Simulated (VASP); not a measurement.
# KYb3P (Pm-3m) in VASP: single point with PBE

Aim: the single point of KYb3P with PBE.

All numbers are computed with VASP 6.6.1; they aren't measurements. Logs are shortened: lines on timing, memory, paths and dates and some standing lists are left out, and cuts for length are marked.

## 1. The cell of the first run

The structure is cubic, space group Pm-3m (No. 221). The conventional cell has a = 5.680 Å, b = 5.680 Å, c = 5.680 Å, α = 90.00°, β = 90.00°, γ = 90.00°. K (site symmetry m-3m) has 12 Yb at 4.02 Å and 8 P at 4.92 Å within 5.3 Å. Yb (site symmetry 4/mmm) has 2 P at 2.84 Å within 3.7 Å. Within 3.7 Å of P (site symmetry m-3m) lie 6 Yb at 2.84 Å.

The cell was generated, and may not be a known phase.

## 2. Single point, PBE, collinear spin, ferromagnetic start

INCAR

```
SYSTEM = KYb3P
  PREC = Accurate
  ENCUT = 520
  EDIFF = 1E-7
  ISMEAR = 0
  SIGMA = 0.1
  LREAL = .FALSE.
  LASPH = .TRUE.
  NELM = 150
  ALGO = Normal
  ISIF = 2
  LWAVE = .FALSE.
  LCHARG = .FALSE.
  ISPIN = 2
  MAGMOM = 0 1 1 1 0
  LORBIT = 11
  LMAXMIX = 6
  GGA = PE
  NBANDS = 55
```

KPOINTS

```
regular mesh
0
G
  4 4 4
  0 0 0
```

POSCAR

```
KYb3P
1.0
    5.6796306576      0.0000000000      0.0000000000
    0.0000000000      5.6796306576      0.0000000000
    0.0000000000      0.0000000000      5.6796306576
K Yb P
1 3 1
Direct
    0.0000000000      0.0000000000      0.0000000000
    0.0000000000      0.5000000000      0.5000000000
    0.5000000000      0.0000000000      0.5000000000
    0.5000000000      0.5000000000      0.0000000000
    0.5000000000      0.5000000000      0.5000000000
```

Potentials or basis: VASP PAW PBE potentials, release 64 (K_sv, Yb, P).

Run with:

```
$ cat potpaw_PBE.64/K_sv/POTCAR potpaw_PBE.64/Yb/POTCAR potpaw_PBE.64/P/POTCAR > POTCAR
$ mpirun -np 1 vasp_std > vasp.out
```

OUTCAR:

```text
SYSTEM = KYb3P
   PREC = Accurate
   ENCUT = 520
   EDIFF = 1E-7
   ISMEAR = 0
   LREAL = .FALSE.
   LASPH = .TRUE.
   NELM = 150
   ISIF = 2
   ISPIN = 2
   LORBIT = 11
   GGA = PE

 ion  position               nearest neighbor table
   1  0.000  0.000  0.000-
   2  0.000  0.500  0.500-   5 2.84   5 2.84
   3  0.500  0.000  0.500-   5 2.84   5 2.84
   4  0.500  0.500  0.000-   5 2.84   5 2.84
   5  0.500  0.500  0.500-   2 2.84   3 2.84   4 2.84   4 2.84   3 2.84   2 2.84

  LATTYP: Found a simple cubic cell.
 ALAT       =     5.6796306576

  Lattice vectors:

 A1 = (   5.6796306576,   0.0000000000,   0.0000000000)
 A2 = (   0.0000000000,   5.6796306576,   0.0000000000)
 A3 = (   0.0000000000,   0.0000000000,   5.6796306576)

Analysis of symmetry for initial positions (statically):
=====================================================================
 Subroutine PRICEL returns:
 Original cell was already a primitive cell.

 Routine SETGRP: Setting up the symmetry group for a
 simple cubic supercell.

 Subroutine GETGRP returns: Found 48 space group operations
 (whereof 48 operations were pure point group operations)
 out of a pool of 48 trial point group operations.

The static configuration has the point symmetry O_h .

Analysis of symmetry for dynamics (positions and initial velocities):
=====================================================================
 Subroutine PRICEL returns:
 Original cell was already a primitive cell.

 Routine SETGRP: Setting up the symmetry group for a
 simple cubic supercell.

 Subroutine GETGRP returns: Found 48 space group operations
 (whereof 48 operations were pure point group operations)
 out of a pool of 48 trial point group operations.

The dynamic configuration has the point symmetry O_h .

Analysis of structural, dynamic, and magnetic symmetry:
=====================================================================
 Subroutine PRICEL returns:
 Original cell was already a primitive cell.

 Routine SETGRP: Setting up the symmetry group for a
 simple cubic supercell.

 Subroutine GETGRP returns: Found 48 space group operations
 (whereof 48 operations were pure point group operations)
 out of a pool of 48 trial point group operations.

The overall configuration has the point symmetry O_h .

 Subroutine INISYM returns: Found 48 space group operations
 (whereof 48 operations are pure point group operations),
 and found     1 'primitive' translations

----------------------------------------------------------------------------------------

                                     Primitive cell

  volume of cell :     183.2147

  direct lattice vectors                    reciprocal lattice vectors
     5.679630658  0.000000000  0.000000000     0.176067787  0.000000000  0.000000000
     0.000000000  5.679630658  0.000000000     0.000000000  0.176067787  0.000000000
     0.000000000  0.000000000  5.679630658     0.000000000  0.000000000  0.176067787

  length of vectors
     5.679630658  5.679630658  5.679630658     0.176067787  0.176067787  0.176067787

  position of ions in fractional coordinates (direct lattice)
     0.000000000  0.000000000  0.000000000
     0.000000000  0.500000000  0.500000000
     0.500000000  0.000000000  0.500000000
     0.500000000  0.500000000  0.000000000
     0.500000000  0.500000000  0.500000000

  ion indices of the primitive-cell ions
   primitive index   ion index
                 1           1
                 2           2
                 3           3
                 4           4
                 5           5

----------------------------------------------------------------------------------------

 KPOINTS: regular mesh

Automatic generation of k-mesh.
 Grid dimensions read from file:
 generate k-points for:    4    4    4

 Generating k-lattice:

  Cartesian coordinates                     Fractional coordinates (reciprocal lattice)
     0.044016947  0.000000000  0.000000000     0.250000000  0.000000000  0.000000000
     0.000000000  0.044016947  0.000000000     0.000000000  0.250000000  0.000000000
     0.000000000  0.000000000  0.044016947     0.000000000  0.000000000  0.250000000

  Length of vectors
     0.044016947  0.044016947  0.044016947

  Shift w.r.t. Gamma in fractional coordinates (k-lattice)
     0.000000000  0.000000000  0.000000000

 Subroutine IBZKPT returns following result:
 ===========================================

 Found     10 irreducible k-points:

 Following reciprocal coordinates:
            Coordinates               Weight
  0.000000  0.000000  0.000000      1.000000
  0.250000  0.000000  0.000000      6.000000
  0.500000  0.000000  0.000000      3.000000
  0.250000  0.250000  0.000000     12.000000
  0.500000  0.250000  0.000000     12.000000
  0.500000  0.500000  0.000000      3.000000
  0.250000  0.250000  0.250000      8.000000
  0.500000  0.250000  0.250000     12.000000
  0.500000  0.500000  0.250000      6.000000
  0.500000  0.500000  0.500000      1.000000
   k-points           NKPTS =     10   k-points in BZ     NKDIM =     10   number of bands    NBANDS=     55
   number of dos      NEDOS =    301   number of ions     NIONS =      5
   total plane-waves  NPLWV =  74088
   dimension x,y,z NGX =    42 NGY =   42 NGZ =   42
   dimension x,y,z NGXF=    84 NGYF=   84 NGZF=   84
   ions per type =               1   3   1
   NGX,Y,Z   is equivalent  to a cutoff of  12.29, 12.29, 12.29 a.u.
   NGXF,Y,Z  is equivalent  to a cutoff of  24.59, 24.59, 24.59 a.u.
 SYSTEM =  KYb3P
   PREC   = accura    normal or accurate (medium, high low for compatibility)
   ISTART =      0    job   : 0-new  1-cont  2-samecut
   ICHARG =      2    charge: 1-file 2-atom 10-const
   ISPIN  =      2    spin polarized calculation?
   LNONCOLLINEAR =      F non collinear calculations
   LSORBIT =      F    spin-orbit coupling
   LASPH  =      T    aspherical Exc in radial PAW
   ENCUT  =  520.0 eV  38.22 Ry    6.18 a.u.  10.56 10.56 10.56*2*pi/ulx,y,z
   NELM   =    150;   NELMIN=  2; NELMDL= -5     # of ELM steps
   EDIFF  = 0.1E-06   stopping-criterion for ELM
   LREAL  =      F    real-space projection
   EDIFFG = 0.1E-05   stopping-criterion for IOM
   NSW    =      0    number of steps for IOM
   IBRION =     -1    ionic relax: 0-MD 1-quasi-New 2-CG
   NFREE  =      0    steps in history (QN), initial steepest desc. (CG)
   ISIF   =      2    stress and relaxation
   ISYM   =      2    0-nonsym 1-usesym 2-fastsym
   POTIM  = 0.5000    time-step for ionic-motion
   TEBEG  =    0.0;   TEEND  =   0.0 temperature during run
   PSTRESS=    0.0 pullay stress
   NELECT =      86.0000    total number of electrons
   NUPDOWN=      -1.0000    fix difference up-down
   EMIN   =  10.00;   EMAX   =-10.00  energy-range for DOS
   EFERMI =   0.00;   METHOD = LEGACY
   ISMEAR =     0;   SIGMA  =   0.10  broadening in eV -4-tet -1-fermi 0-gaus
   EFERMI_NEDOS =   21; number of points for ismear=-14 and -15
   IALGO  =     38    algorithm
   IMIX   =      4    mixing-type and parameters
     AMIX     =   0.40;   BMIX     =  1.00
     AMIX_MAG =   1.60;   BMIX_MAG =  1.00
  volume/ion in A,a.u.               =      36.64       247.28
  Fermi-wavevector in a.u.,A,eV,Ry     =   1.272294  2.404287 22.024194  1.618733
  Thomas-Fermi vector in A             =   2.405180
   LORBIT       =     11    0 simple, 1 ext, 2 COOP (PROOUT), +10 PAW based schemes
   GGA     = PE    functional components
   LHFCALC =     F    Hartree Fock is set to
   AEXX    =    0.0000 exact exchange contribution
   IVDW    =     0    specifies the selected vdW correction
   LEPSILON=     F    determine dielectric tensor
   LRPA    =     F    only Hartree local field effects (RPA)
 spin polarized calculation
 Gauss-broadening in eV      SIGMA  =   0.10
  energy-cutoff  :      520.00
  volume of cell :      183.21
 maximum number of plane-waves:      4972
   NGX = 21   NGY = 21   NGZ = 21

 number of electron      86.0000011 magnetization     -12.1075914

 number of electron      86.0000010 magnetization      -0.3312668

 number of electron      86.0000010 magnetization       0.4961264

 Free energy of the ion-electron system (eV)
  ---------------------------------------------------
  ext. energy  EPLUGINS =         0.00000000
  ---------------------------------------------------
  free energy    TOTEN  =       -18.59960451 eV

  energy without entropy =      -18.56391365  energy(sigma->0) =      -18.58175908

 E-fermi :   1.6725     XC(G=0):  -8.5331

 val. band max:        1.6616836079   @ k =   0.5000   0.5000   0.2500
 cond. band min:       1.6785905810   @ k =   0.2500   0.0000   0.0000
 fundamental gap:      0.0169069731
 Fermi energy:         1.6724570604

 spin component 1

 k-point     1 :       0.0000    0.0000    0.0000
  band No.  band energies     occupation
      1     -50.1494      1.00000
      2     -50.1441      1.00000
      3     -50.1441      1.00000
      4     -29.4072      1.00000
      5     -22.5969      1.00000
      6     -22.5969      1.00000
[... 47 lines left out ...]
     54       4.9933      0.00000
     55       4.9933      0.00000

 k-point     2 :       0.2500    0.0000    0.0000
  band No.  band energies     occupation
      1     -50.1487      1.00000
      2     -50.1448      1.00000
      3     -50.1441      1.00000
      4     -29.4071      1.00000
      5     -22.5893      1.00000
      6     -22.5893      1.00000
[... 47 lines left out ...]
     54       4.9653      0.00000
     55       5.3509      0.00000
[... 404 lines left out ...]
     54       5.4709      0.00000
     55       6.4182      0.00000

 k-point    10 :       0.5000    0.5000    0.5000
  band No.  band energies     occupation
      1     -50.1458      1.00000
      2     -50.1458      1.00000
      3     -50.1458      1.00000
      4     -29.4069      1.00000
      5     -22.6102      1.00000
      6     -22.6067      1.00000
[... 47 lines left out ...]
     54       6.4082      0.00000
     55       6.7887      0.00000
 Fermi energy:         1.6724570604

 spin component 2

 k-point     1 :       0.0000    0.0000    0.0000
  band No.  band energies     occupation
      1     -50.1346      1.00000
      2     -50.1293      1.00000
      3     -50.1293      1.00000
      4     -29.3954      1.00000
      5     -22.5772      1.00000
      6     -22.5772      1.00000
[... 47 lines left out ...]
     54       5.0271      0.00000
     55       5.0271      0.00000

 k-point     2 :       0.2500    0.0000    0.0000
  band No.  band energies     occupation
      1     -50.1339      1.00000
      2     -50.1300      1.00000
      3     -50.1293      1.00000
      4     -29.3954      1.00000
      5     -22.5696      1.00000
      6     -22.5696      1.00000
[... 47 lines left out ...]
     54       5.0507      0.00000
     55       5.4413      0.00000
[... 404 lines left out ...]
     54       5.5019      0.00000
     55       6.4630      0.00000

 k-point    10 :       0.5000    0.5000    0.5000
  band No.  band energies     occupation
      1     -50.1310      1.00000
      2     -50.1310      1.00000
      3     -50.1310      1.00000
      4     -29.3951      1.00000
      5     -22.5940      1.00000
      6     -22.5859      1.00000
[... 47 lines left out ...]
     54       6.4569      0.00000
     55       6.8137      0.00000

------------------------ aborting loop because EDIFF is reached ----------------------------------------

  FORCE on cell =-STRESS in cart. coord.  units (eV):
  Direction    XX          YY          ZZ          XY          YZ          ZX
  --------------------------------------------------------------------------------------
  -------------------------------------------------------------------------------------
  Total       -0.3226264     -0.3226264     -0.3226264      0.0000000      0.0000000     -0.0000000
  in kB       -2.8213061     -2.8213061     -2.8213061      0.0000000      0.0000000     -0.0000000
  external PRESSURE =      -2.8213061 kB  Pullay stress =       0.0000000 kB

 VOLUME and BASIS-vectors are now :
 -----------------------------------------------------------------------------
  energy-cutoff  :      520.00
  volume of cell :      183.21
      direct lattice vectors                 reciprocal lattice vectors
     5.679630658  0.000000000  0.000000000     0.176067787  0.000000000  0.000000000
     0.000000000  5.679630658  0.000000000     0.000000000  0.176067787  0.000000000
     0.000000000  0.000000000  5.679630658     0.000000000  0.000000000  0.176067787

 POSITION                                       TOTAL-FORCE (eV/Angst)
 -----------------------------------------------------------------------------------
      0.00000      0.00000      0.00000         0.000000      0.000000      0.000000
      0.00000      2.83982      2.83982         0.000000      0.000000      0.000000
      2.83982      0.00000      2.83982         0.000000      0.000000      0.000000
      2.83982      2.83982      0.00000         0.000000      0.000000      0.000000
      2.83982      2.83982      2.83982         0.000000      0.000000      0.000000
 -----------------------------------------------------------------------------------
    total drift:                                0.000000     -0.000000     -0.000000

  FREE ENERGIE OF THE ION-ELECTRON SYSTEM (eV)
  ---------------------------------------------------
  free  energy   TOTEN  =       -18.5996045144 eV

  energy  without entropy=      -18.5639136537  energy(sigma->0) =      -18.58175908

 total charge

# of ion       s       p       d       f       tot
--------------------------------------------------
    1        1.993   5.556   0.025   0.000   7.574
    2        2.165   6.006   0.264  13.655  22.088
    3        2.165   6.006   0.264  13.655  22.088
    4        2.165   6.006   0.264  13.655  22.088
    5        1.039   1.515   0.000   0.000   2.554
--------------------------------------------------
tot          9.526  25.087   0.816  40.964  76.393

 magnetization (x)

# of ion       s       p       d       f       tot
--------------------------------------------------
    1       -0.001   0.007   0.004   0.000   0.010
    2        0.004   0.007   0.020   0.009   0.039
    3        0.004   0.007   0.020   0.009   0.039
    4        0.004   0.007   0.020   0.009   0.039
    5        0.000   0.017   0.000   0.000   0.018
--------------------------------------------------
tot          0.010   0.045   0.063   0.028   0.145
```

Run time: 54 min. Hardware: 1 thread of AMD EPYC 7R43 (Zen 3), shared host; peak memory 0.36 GiB.

What came out:

| Property | Result |
| --- | --- |
| Free energy | -18.5996 eV |
| Pressure | -0.3 GPa |
| Net moment | 0.50 μB per cell |
| Site moments | K +0.01; Yb +0.04; P +0.02 μB |
| Valence electrons inside the program's atomic spheres | K 7.57; Yb 22.09; P 2.55 |

Caveat: spin-orbit coupling is left out, which moves the levels of the heavy elements. The state reached can hang on the start; a lower one may exist.
